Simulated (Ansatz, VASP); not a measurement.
ZnO: VASP beside Ansatz

File INCAR:

```
SYSTEM = ZnO
PREC = Accurate
ENCUT = 520
EDIFF = 1E-7
ISMEAR = 0
SIGMA = 0.05
LREAL = .False.
LASPH = .True.
NELM = 80
ALGO = Normal
ISIF = 2
LWAVE = .False.
LCHARG = .False.
GGA = PS
NBANDS = 26
```

File KPOINTS:

```
regular mesh
0
Gamma
  9 9 6
  0 0 0
```

File POSCAR:

```
ZnO
1.0
    3.2309318303      0.0000000000      0.0000000000
   -1.6154659151      2.7980690429      0.0000000000
    0.0000000000      0.0000000000      5.2153681419
Zn O
2 2
Direct
    0.3333333333      0.6666666667      0.0015754469
    0.6666666667      0.3333333333      0.5015754469
    0.3333333333      0.6666666667      0.3805245531
    0.6666666667      0.3333333333      0.8805245531
```

Input for Ansatz:

```yaml
crystal:
  lattice:
    - [3.2309318297, 0.0, 0.0]
    - [-1.6154659148, 2.7980690424, 0.0]
    - [0.0, 0.0, 5.2153681336]
  atoms:
    - { symbol: Zn, position: [0.3333333333, 0.6666666667, 0.0015754465] }
    - { symbol: Zn, position: [0.6666666667, 0.3333333333, 0.5015754465] }
    - { symbol: O, position: [0.3333333333, 0.6666666667, 0.3805245535] }
    - { symbol: O, position: [0.6666666667, 0.3333333333, 0.8805245535] }
basis:
  ecutwfc: 520.0
kpoints:
  mp_grid: { grid: [9, 9, 6] }
hamiltonian:
  xc: pbesol
  pseudopotentials: { kind: paw, azcp: { folder: soft_1 } }
scf:
  occupations: { method: gaussian, width: 0.05 }
output:
  forces: true
  stress: true
  eigenvalues: true
```

Alike in both runs: task single point; functional PBEsol; k mesh 9 × 9 × 6; occupations gaussian, width 0.05 eV; no spin polarisation.

|  | VASP | Ansatz |
| --- | --- | --- |
| version | VASP 6.6.1 | Ansatz 0.2.0 |
| potentials or method | VASP PAW PBE potentials, release 64 (Zn, O), cutoff 520 eV | scalar-relativistic, plane waves, PAW |
| valence electrons in the cell | 36 | 36 |

Ansatz gave:

```
gap on the k mesh at the Fermi level (eV) : 0.70
least direct gap on the mesh (eV)         : 0.70
pressure (GPa)                            : 0.0
```

Problem. Estimate VASP's values.

Solution. gap on the k mesh at the Fermi level (eV): 0.69; least direct gap on the mesh (eV): 0.69; pressure (GPa): 0.9.

VASP's potentials were made for PBE, not for PBEsol, and Ansatz warns of the same on its side.
